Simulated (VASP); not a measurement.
Set up this calculation in VASP 6.6.1, as the native input.

* Task: single point
* Functional: PBE
* Potentials or basis: VASP PAW PBE potentials, release 64 (Te, Pb_d)
* Cutoff: 520 eV
* k mesh: 11 × 11 × 11
* Occupations: fermi-dirac, width 0.08 eV
* Spin: no spin polarisation
* Dipole correction: no
* Further INCAR settings: ALGO = Normal; EDIFF = 1e-07; NBANDS = 17

The structure of TePb lies in POSCAR:

```
TePb
1.0
    0.0000000000      3.2053416293      3.2053416293
    3.2053416293      0.0000000000      3.2053416293
    3.2053416293      3.2053416293      0.0000000000
Te Pb
1 1
Direct
    0.5000000000      0.5000000000      0.5000000000
    0.0000000000      0.0000000000      0.0000000000
```

This cell differs from its parent crystal: volume scaled by 0.98.

The input as run:

INCAR

```
SYSTEM = TePb
ALGO     = Normal         ! electronic algorithm
EDIFF    = 1E-7           ! SCF threshold, eV
ENCUT    = 520            ! plane-wave cutoff, eV
GGA      = PE             ! functional
ISIF     = 2              ! what is computed and relaxed
ISMEAR   = -1             ! smearing method
LASPH    = .True.         ! aspherical terms in the spheres
LCHARG   = .False.        ! write CHGCAR
LREAL    = .False.        ! projectors in reciprocal space
LWAVE    = .False.        ! write WAVECAR
NBANDS   = 17             ! bands
NELM     = 100            ! most SCF steps
PREC     = Accurate       ! precision mode
SIGMA    = 0.08           ! smearing width, eV
```

KPOINTS

```
k-points
0
Gamma
  11 11 11
  0 0 0
```

Potentials or basis: VASP PAW PBE potentials, release 64 (Te, Pb_d).

Command:

```sh
$ cat potpaw_PBE.64/Te/POTCAR potpaw_PBE.64/Pb_d/POTCAR > POTCAR
$ mpirun -np 1 vasp_std > vasp.out
```

It gave:

```json
{"Pressure": "3.3 GPa"}
```

Wall time 77 s on 1 thread of Intel(R) Xeon(R) Platinum 8259CL CPU @ 2.50GHz (Skylake/Cascade Lake), on a shared host, peak memory 0.24 GiB.
